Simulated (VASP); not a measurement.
# Ta3W (Fm-3m) in VASP: further runs

Ta3W is run at these levels: LDA; tasks: single point.

Everything below comes from runs of VASP 6.6.1. Logs are shortened: lines on timing, memory, paths and dates and some standing lists are left out, and cuts for length are marked.

## 1. The cell of the first run

The structure is cubic, space group Fm-3m (No. 225). Conventional cell: a = 6.620 Å, b = 6.620 Å, c = 6.620 Å, α = 90.00°, β = 90.00°, γ = 90.00°. Within 3.8 Å of Ta (site symmetry -43m) lie 10 Ta at 2.87 to 3.31 Å and 4 W at 2.87 Å. Ta (site symmetry m-3m) has 8 Ta at 2.87 Å and 6 W at 3.31 Å within 3.8 Å. Within 3.8 Å of W (site symmetry m-3m) lie 14 Ta at 2.87 to 3.31 Å.

## 2. Single point, LDA

INCAR

```
  ALGO = Normal
  EDIFF = 1E-6
  ENCUT = 520
  GGA = CA
  ISIF = 2
  ISMEAR = -1
  LASPH = True
  LCHARG = True
  LELF = True
  LREAL = False
  LVHAR = True
  LWAVE = False
  NBANDS = 32
  NELM = 80
  PREC = Accurate
  SIGMA = 0.1
```

KPOINTS

```
k-points
0
Gamma
  6 6 6
```

POSCAR

```
Ta3W
1.0
    0.0000000000      3.3101670489      3.3101670489
    3.3101670489      0.0000000000      3.3101670489
    3.3101670489      3.3101670489      0.0000000000
Ta W
3 1
Direct
    0.2500000000      0.2500000000      0.2500000000
    0.7500000000      0.7500000000      0.7500000000
    0.5000000000      0.5000000000      0.5000000000
    0.0000000000      0.0000000000      0.0000000000
```

Potentials or basis: VASP PAW LDA potentials, release 64 (Ta_pv, W_sv).

Run with:

```
$ cat potpaw_LDA.64/Ta_pv/POTCAR potpaw_LDA.64/W_sv/POTCAR > POTCAR
$ mpirun -np 1 vasp_std > vasp.out
```

OUTCAR:

```text
EDIFF = 1E-6
   ENCUT = 520
   GGA = CA
   ISIF = 2
   ISMEAR = -1
   LASPH = True
   LREAL = False
   NELM = 80
   PREC = Accurate

 ion  position               nearest neighbor table
   1  0.250  0.250  0.250-   4 2.87   4 2.87   4 2.87   3 2.87   3 2.87   3 2.87   4 2.87   3 2.87
                             2 3.31   2 3.31   2 3.31   2 3.31   2 3.31   2 3.31
   2  0.750  0.750  0.750-   3 2.87   3 2.87   3 2.87   4 2.87   4 2.87   4 2.87   4 2.87   3 2.87
                             1 3.31   1 3.31   1 3.31   1 3.31   1 3.31   1 3.31
   3  0.500  0.500  0.500-   1 2.87   1 2.87   1 2.87   2 2.87   2 2.87   2 2.87   2 2.87   1 2.87
                             4 3.31   4 3.31   4 3.31   4 3.31   4 3.31   4 3.31
   4  0.000  0.000  0.000-   2 2.87   2 2.87   2 2.87   1 2.87   1 2.87   1 2.87   2 2.87   1 2.87
                             3 3.31   3 3.31   3 3.31   3 3.31   3 3.31   3 3.31

  LATTYP: Found a face centered cubic cell.
 ALAT       =     6.6203340978

  Lattice vectors:

 A1 = (   0.0000000000,   3.3101670489,   3.3101670489)
 A2 = (   3.3101670489,   0.0000000000,   3.3101670489)
 A3 = (   3.3101670489,   3.3101670489,   0.0000000000)

Analysis of symmetry for initial positions (statically):
=====================================================================
 Subroutine PRICEL returns:
 Original cell was already a primitive cell.

 Routine SETGRP: Setting up the symmetry group for a
 face centered cubic supercell.

 Subroutine GETGRP returns: Found 48 space group operations
 (whereof 48 operations were pure point group operations)
 out of a pool of 48 trial point group operations.

The static configuration has the point symmetry O_h .

Analysis of symmetry for dynamics (positions and initial velocities):
=====================================================================
 Subroutine PRICEL returns:
 Original cell was already a primitive cell.

 Routine SETGRP: Setting up the symmetry group for a
 face centered cubic supercell.

 Subroutine GETGRP returns: Found 48 space group operations
 (whereof 48 operations were pure point group operations)
 out of a pool of 48 trial point group operations.

The dynamic configuration has the point symmetry O_h .

 Subroutine INISYM returns: Found 48 space group operations
 (whereof 48 operations are pure point group operations),
 and found     1 'primitive' translations

----------------------------------------------------------------------------------------

                                     Primitive cell

  volume of cell :      72.5404

  direct lattice vectors                    reciprocal lattice vectors
     0.000000000  3.310167049  3.310167049    -0.151049779  0.151049779  0.151049779
     3.310167049  0.000000000  3.310167049     0.151049779 -0.151049779  0.151049779
     3.310167049  3.310167049  0.000000000     0.151049779  0.151049779 -0.151049779

  length of vectors
     4.681283134  4.681283134  4.681283134     0.261625891  0.261625891  0.261625891

  position of ions in fractional coordinates (direct lattice)
     0.250000000  0.250000000  0.250000000
     0.750000000  0.750000000  0.750000000
     0.500000000  0.500000000  0.500000000
     0.000000000  0.000000000  0.000000000

  ion indices of the primitive-cell ions
   primitive index   ion index
                 1           1
                 2           2
                 3           3
                 4           4

----------------------------------------------------------------------------------------

 KPOINTS: k-points

Automatic generation of k-mesh.
 Grid dimensions read from file:
 generate k-points for:    6    6    6

 Generating k-lattice:

  Cartesian coordinates                     Fractional coordinates (reciprocal lattice)
    -0.025174963  0.025174963  0.025174963     0.166666667  0.000000000  0.000000000
     0.025174963 -0.025174963  0.025174963     0.000000000  0.166666667  0.000000000
     0.025174963  0.025174963 -0.025174963     0.000000000  0.000000000  0.166666667

  Length of vectors
     0.043604315  0.043604315  0.043604315

  Shift w.r.t. Gamma in fractional coordinates (k-lattice)
     0.000000000  0.000000000  0.000000000

 Subroutine IBZKPT returns following result:
 ===========================================

 Found     16 irreducible k-points:

 Following reciprocal coordinates:
            Coordinates               Weight
  0.000000  0.000000  0.000000      1.000000
  0.166667  0.000000  0.000000      8.000000
  0.333333  0.000000  0.000000      8.000000
  0.500000  0.000000  0.000000      4.000000
  0.166667  0.166667  0.000000      6.000000
  0.333333  0.166667  0.000000     24.000000
[... 8 lines left out ...]
 -0.333333  0.333333  0.166667     24.000000
 -0.333333  0.500000  0.166667     12.000000
   k-points           NKPTS =     16   k-points in BZ     NKDIM =     16   number of bands    NBANDS=     32
   number of dos      NEDOS =    301   number of ions     NIONS =      4
   total plane-waves  NPLWV =  46656
   dimension x,y,z NGX =    36 NGY =   36 NGZ =   36
   dimension x,y,z NGXF=    72 NGYF=   72 NGZF=   72
   ions per type =               3   1
   NGX,Y,Z   is equivalent  to a cutoff of  12.78, 12.78, 12.78 a.u.
   NGXF,Y,Z  is equivalent  to a cutoff of  25.57, 25.57, 25.57 a.u.
 SYSTEM =  unknown system
   PREC   = accura    normal or accurate (medium, high low for compatibility)
   ISTART =      0    job   : 0-new  1-cont  2-samecut
   ICHARG =      2    charge: 1-file 2-atom 10-const
   ISPIN  =      1    spin polarized calculation?
   LNONCOLLINEAR =      F non collinear calculations
   LSORBIT =      F    spin-orbit coupling
   LASPH  =      T    aspherical Exc in radial PAW
   ENCUT  =  520.0 eV  38.22 Ry    6.18 a.u.   8.70  8.70  8.70*2*pi/ulx,y,z
   NELM   =     80;   NELMIN=  2; NELMDL= -5     # of ELM steps
   EDIFF  = 0.1E-05   stopping-criterion for ELM
   LREAL  =      F    real-space projection
   EDIFFG = 0.1E-04   stopping-criterion for IOM
   NSW    =      0    number of steps for IOM
   IBRION =     -1    ionic relax: 0-MD 1-quasi-New 2-CG
   NFREE  =      0    steps in history (QN), initial steepest desc. (CG)
   ISIF   =      2    stress and relaxation
   ISYM   =      2    0-nonsym 1-usesym 2-fastsym
   POTIM  = 0.5000    time-step for ionic-motion
   TEBEG  =    0.0;   TEEND  =   0.0 temperature during run
   PSTRESS=    0.0 pullay stress
   NELECT =      47.0000    total number of electrons
   NUPDOWN=      -1.0000    fix difference up-down
   EMIN   =  10.00;   EMAX   =-10.00  energy-range for DOS
   EFERMI =   0.00;   METHOD = LEGACY
   ISMEAR =    -1;   SIGMA  =   0.10  broadening in eV -4-tet -1-fermi 0-gaus
   EFERMI_NEDOS =   21; number of points for ismear=-14 and -15
   IALGO  =     38    algorithm
   IMIX   =      4    mixing-type and parameters
     AMIX     =   0.40;   BMIX     =  1.00
     AMIX_MAG =   1.60;   BMIX_MAG =  1.00
  volume/ion in A,a.u.               =      18.14       122.38
  Fermi-wavevector in a.u.,A,eV,Ry     =   1.416601  2.676988 27.303605  2.006758
  Thomas-Fermi vector in A             =   2.537918
   LORBIT       =      0    0 simple, 1 ext, 2 COOP (PROOUT), +10 PAW based schemes
   GGA     = CA    functional components
   LHFCALC =     F    Hartree Fock is set to
   AEXX    =    0.0000 exact exchange contribution
   IVDW    =     0    specifies the selected vdW correction
   LEPSILON=     F    determine dielectric tensor
   LRPA    =     F    only Hartree local field effects (RPA)
 non-spin polarized calculation
  energy-cutoff  :      520.00
  volume of cell :       72.54
 maximum number of plane-waves:      1980
   NGX = 17   NGY = 17   NGZ = 17

 number of electron      47.0000008 magnetization

 Free energy of the ion-electron system (eV)
  ---------------------------------------------------
  ext. energy  EPLUGINS =         0.00000000
  ---------------------------------------------------
  free energy    TOTEN  =       -52.55358086 eV

  energy without entropy =      -52.40639337  energy(sigma->0) =      -52.47998712

 E-fermi :   6.1971     XC(G=0): -12.8412

 val. band max:        6.1933078075   @ k =   0.3333   0.1667   0.0000
 cond. band min:       6.2297178794   @ k =   0.5000   0.3333   0.0000
 fundamental gap:      0.0364100718
 Fermi energy:         6.1971085316

 k-point     1 :       0.0000    0.0000    0.0000
  band No.  band energies     occupation
      1     -66.6845      2.00000
      2     -31.1452      2.00000
      3     -31.1452      2.00000
      4     -31.1452      2.00000
      5     -27.5302      2.00000
      6     -27.5302      2.00000
[... 24 lines left out ...]
     31      11.1141      0.00000
     32      12.4772      0.00000

 k-point     2 :       0.1667    0.0000    0.0000
  band No.  band energies     occupation
      1     -66.6846      2.00000
      2     -31.1467      2.00000
      3     -31.1467      2.00000
      4     -31.1454      2.00000
      5     -27.5790      2.00000
      6     -27.5686      2.00000
[... 24 lines left out ...]
     31      10.9134      0.00000
     32      10.9134      0.00000

 k-point     3 :       0.3333    0.0000    0.0000
  band No.  band energies     occupation
      1     -66.6846      2.00000
      2     -31.1497      2.00000
      3     -31.1497      2.00000
      4     -31.1450      2.00000
      5     -27.6186      2.00000
      6     -27.6186      2.00000
[... 24 lines left out ...]
     31      10.4425      0.00000
     32      10.4425      0.00000

 k-point     4 :       0.5000    0.0000    0.0000
  band No.  band energies     occupation
      1     -66.6846      2.00000
      2     -31.1512      2.00000
      3     -31.1512      2.00000
      4     -31.1444      2.00000
      5     -27.6381      2.00000
      6     -27.6381      2.00000
[... 374 lines left out ...]
     31      10.3997      0.00000
     32      10.5984      0.00000

 k-point    15 :      -0.3333    0.3333    0.1667
  band No.  band energies     occupation
      1     -66.6846      2.00000
      2     -31.1570      2.00000
      3     -31.1490      2.00000
      4     -31.1475      2.00000
      5     -27.7277      2.00000
      6     -27.5825      2.00000
[... 24 lines left out ...]
     31      10.5297      0.00000
     32      10.9969      0.00000

 k-point    16 :      -0.3333    0.5000    0.1667
  band No.  band energies     occupation
      1     -66.6846      2.00000
      2     -31.1598      2.00000
      3     -31.1549      2.00000
      4     -31.1416      2.00000
      5     -27.7504      2.00000
      6     -27.6455      2.00000
[... 24 lines left out ...]
     31      10.6184      0.00000
     32      10.7022      0.00000

------------------------ aborting loop because EDIFF is reached ----------------------------------------

  FORCE on cell =-STRESS in cart. coord.  units (eV):
  Direction    XX          YY          ZZ          XY          YZ          ZX
  --------------------------------------------------------------------------------------
  -------------------------------------------------------------------------------------
  Total       -7.6001309     -7.6001309     -7.6001309      0.0000000     -0.0000000     -0.0000000
  in kB     -167.8618191   -167.8618191   -167.8618191      0.0000000     -0.0000000     -0.0000000
  external PRESSURE =    -167.8618191 kB  Pullay stress =       0.0000000 kB

 VOLUME and BASIS-vectors are now :
 -----------------------------------------------------------------------------
  energy-cutoff  :      520.00
  volume of cell :       72.54
      direct lattice vectors                 reciprocal lattice vectors
     0.000000000  3.310167049  3.310167049    -0.151049779  0.151049779  0.151049779
     3.310167049  0.000000000  3.310167049     0.151049779 -0.151049779  0.151049779
     3.310167049  3.310167049  0.000000000     0.151049779  0.151049779 -0.151049779

 POSITION                                       TOTAL-FORCE (eV/Angst)
 -----------------------------------------------------------------------------------
      1.65508      1.65508      1.65508         0.000000     -0.000000     -0.000000
      4.96525      4.96525      4.96525        -0.000000      0.000000      0.000000
      3.31017      3.31017      3.31017         0.000000     -0.000000      0.000000
      0.00000      0.00000      0.00000         0.000000     -0.000000      0.000000
 -----------------------------------------------------------------------------------
    total drift:                                0.000000      0.000000      0.000000

  FREE ENERGIE OF THE ION-ELECTRON SYSTEM (eV)
  ---------------------------------------------------
  free  energy   TOTEN  =       -52.5535808599 eV

  energy  without entropy=      -52.4063933706  energy(sigma->0) =      -52.47998712
```

Run time: 16 s. Hardware: 1 thread of Intel Xeon 6975P-C (Granite Rapids), shared host; peak memory 0.18 GiB.

What came out:

```
Free energy : -52.5536 eV
Pressure    : -16.8 GPa
```

Levels at points of the mesh, in eV from the Fermi level:
| k point | band 20 | band 21 | band 22 | band 23 | band 24 | band 25 | band 26 | band 27 |
| --- | --- | --- | --- | --- | --- | --- | --- | --- |
| (0.00, 0.00, 0.00) | -1.31 | -1.31 | -1.31 | 0.43 | 0.43 | 0.43 | 3.31 | 3.31 |
| (0.50, 0.00, 0.00) | -1.74 | -1.51 | -1.40 | -1.40 | -1.04 | -1.04 | 3.30 | 3.30 |
| (0.50, 0.50, 0.00) | -1.30 | -0.93 | 0.79 | 0.79 | 1.16 | 1.16 | 1.58 | 1.58 |

Caveat: spin-orbit coupling is left out, which moves the levels of the heavy elements.

[end of part 1 of 2]
